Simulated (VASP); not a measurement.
Set up this calculation in VASP 6.6.1, as the native input.

```
Task                   : single point
Functional             : PBEsol
Potentials or basis    : VASP PAW PBE potentials, release 64 (Al, Ga_d, N)
Cutoff                 : 520 eV
k mesh                 : 8 × 8 × 4
Occupations            : gaussian, width 0.02 eV
Spin                   : no spin polarisation
Dipole correction      : no
Further INCAR settings : ALGO = Normal; EDIFF = 1e-06; NBANDS = 46
```

The structure of Al2GaN3 lies in POSCAR:

```
Al2GaN3
1.0
    5.8580732872     -1.5992351560      0.0009298178
    5.8580732872      1.5992351560      0.0009298178
   -1.9341372697      0.0000000000      7.3188561325
Al Ga N
4 2 6
Direct
    0.9441647490      0.9441647490      0.3892893186
    0.8888551344      0.8888551344      0.7769054439
    0.2229113663      0.2229113663      0.4445312867
    0.5541264647      0.5541264647      0.1129912049
    0.2771917339      0.2771917339      0.0574473820
    0.6097490436      0.6097490436      0.7217588186
    0.1477592482      0.1477592482      0.1849420607
    0.4816721573      0.4816721573      0.8523149628
    0.8182599647      0.8182599647      0.5151289218
    0.7643813919      0.7643813919      0.9017735204
    0.0951745483      0.0951745483      0.5647925192
    0.4311191975      0.4311191975      0.2429255505
```

This cell differs from its parent crystal: equal strain along all axes, cell held: +2.0 %, then relaxed in part.

These files were run (other wordings do the same):

INCAR

```
SYSTEM = Al2GaN3
PREC = Accurate
ENCUT = 520
EDIFF = 1E-6
ISMEAR = 0
SIGMA = 0.02
LREAL = .False.
LASPH = .True.
NELM = 80
ALGO = Normal
ISIF = 2
LWAVE = .False.
LCHARG = .False.
GGA = PS
NBANDS = 46
```

KPOINTS

```
Automatic mesh
0
Gamma
  8 8 4
  0 0 0
```

Potentials or basis: VASP PAW PBE potentials, release 64 (Al, Ga_d, N).

Run with:

```console
$ cat potpaw_PBE.64/Al/POTCAR potpaw_PBE.64/Ga_d/POTCAR potpaw_PBE.64/N/POTCAR > POTCAR
$ mpirun -np 1 vasp_std > vasp.out
```

It gave:

```yaml
Pressure: -10.5 GPa
Largest_force: 0.005 eV/Å
Band_gap_on_the_k_mesh: 2.82 eV
```

Caveat: the cell differs from its parent crystal (equal strain along all axes, cell held: +2.0 %, then relaxed in part); the cell stands under tension; the PAW data sets were made with another functional, which shifts forces and pressure a little.

Run time: 13 min on 1 thread of Intel(R) Xeon(R) Platinum 8375C CPU @ 2.90GHz (Ice Lake), on a shared host, peak memory 0.61 GiB.
